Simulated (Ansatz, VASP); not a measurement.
TePb in VASP and in Ansatz

The input INCAR:

```
  PREC = Accurate
  ENCUT = 500
  EDIFF = 1E-6
  ISMEAR = 0
  SIGMA = 0.01
  LREAL = F
  LASPH = T
  NELM = 120
  ALGO = Normal
  ISIF = 2
  LWAVE = F
  LCHARG = F
  GGA = PE
  NBANDS = 17
  GGA_COMPAT = F
```

File KPOINTS:

```
regular mesh
0
Gamma
  3 3 3
```

Contents of POSCAR:

```
TePb
1.0
    0.0000000000      3.6414940692      3.6414940692
    3.6414940692      0.0000000000      3.6414940692
    3.6414940692      3.6414940692      0.0000000000
Pb Te
1 1
Direct
    0.0000000000      0.0000000000      0.0000000000
    0.2500000000      0.2500000000      0.2500000000
```

Input for Ansatz:

```yaml
crystal:
  lattice:
    - [0.0, 3.6414940692, 3.6414940692]
    - [3.6414940692, 0.0, 3.6414940692]
    - [3.6414940692, 3.6414940692, 0.0]
  atoms:
    - { symbol: Pb, position: [0.0, 0.0, 0.0] }
    - { symbol: Te, position: [0.25, 0.25, 0.25] }
kpoints:
  mp_grid: { grid: [3, 3, 3] }
hamiltonian:
  xc: pbe
scf:
  occupations: { method: fixed }
  n_extra_bands: 4
output:
  forces: true
  stress: true
  eigenvalues: true
```

Alike in both runs: task single point; functional PBE; k mesh 3 × 3 × 3; no spin polarisation.

|  | VASP | Ansatz |
| --- | --- | --- |
| version | VASP 6.6.1 | Ansatz 0.2.0 |
| potentials or method | VASP PAW PBE potentials, release 64 (Pb_d, Te) | plane waves |
| plane-wave cutoff (eV) | 500 | 420 |
| occupations | gaussian, width 0.01 eV | fixed |
| valence electrons in the cell | 20 | 30 |

|  | VASP | Ansatz | Ansatz less VASP |
| --- | --- | --- | --- |
| gap on the k mesh at the Fermi level (eV) | 1.20 | 1.20 | 0.000 |
| pressure (GPa) | 0.0 | 0.0 | +0.03 |

VASP's potentials hold 20 valence electrons a cell and Ansatz's 30, so a difference there can come from the potentials and not from the codes.

The k mesh is coarse, so the values compare programs but aren't converged. Neither program's run includes spin-orbit coupling.
